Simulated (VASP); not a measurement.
Write the native input for VASP 6.6.1 that does the following.

- Task: relaxation of cell and atoms
- Functional: PBEsol
- Potentials or basis: VASP PAW PBE potentials, release 64 (Cd, Se)
- Cutoff: 600 eV
- k mesh: 14 × 14 × 14
- Occupations: gaussian, width 0.1 eV
- Spin: no spin polarisation
- Dipole correction: no
- Further INCAR settings: ALGO = Normal; EDIFF = 1e-07; IBRION = 2; EDIFFG = -0.01; NSW = 80; ISIF = 3

The structure of CdSe lies in POSCAR:

```
CdSe
1.0
    0.0000000000      2.8146489322      2.8146489322
    2.8146489322      0.0000000000      2.8146489322
    2.8146489322      2.8146489322      0.0000000000
Cd Se
1 1
Direct
    0.0000000000      0.0000000000      0.0000000000
    0.5000000000      0.5000000000      0.5000000000
```

One way to write it, as run:

INCAR

```
ALGO     = Normal         # electronic algorithm
EDIFF    = 1E-7           # SCF threshold, eV
EDIFFG   = -0.01          # ionic threshold
ENCUT    = 600            # plane-wave cutoff, eV
GGA      = PS             # functional
IBRION   = 2              # ionic algorithm
ISIF     = 3              # what is computed and relaxed
ISMEAR   = 0              # smearing method
LASPH    = True           # aspherical terms in the spheres
LCHARG   = False          # write CHGCAR
LREAL    = False          # projectors in reciprocal space
LWAVE    = False          # write WAVECAR
NELM     = 100            # most SCF steps
NSW      = 80             # ionic steps
PREC     = Accurate       # precision mode
SIGMA    = 0.1            # smearing width, eV
```

KPOINTS

```
k-points
0
Gamma
  14 14 14
```

Potentials or basis: VASP PAW PBE potentials, release 64 (Cd, Se).

Command:

```console
$ cat potpaw_PBE.64/Cd/POTCAR potpaw_PBE.64/Se/POTCAR > POTCAR
$ mpirun -np 1 vasp_std > vasp.out
```

It gave:

- Relaxed volume: 22.40 Å³/atom
- Relaxed cell: a = 3.987 Å, b = 3.987 Å, c = 3.987 Å, α = 60.00°, β = 60.00°, γ = 60.00°
- Space group after relaxing (to 0.1 Å): Fm-3m (No. 225)
- Energy gained by relaxing: 0.1 meV/atom
- Ionic steps: 3
- Pressure after relaxing: 0.0 GPa
- Band gap on the k mesh: zero (bands 9 and 10 overlap by 0.54 eV)

Caveat: semilocal functionals underestimate gaps, and a narrow one can read as zero; the PAW data sets were made with another functional, which shifts forces and pressure a little.

Wall time 65 s on 1 thread of AMD EPYC 9R45 96-Core Processor (Zen 5), on a shared host, peak memory 0.22 GiB.
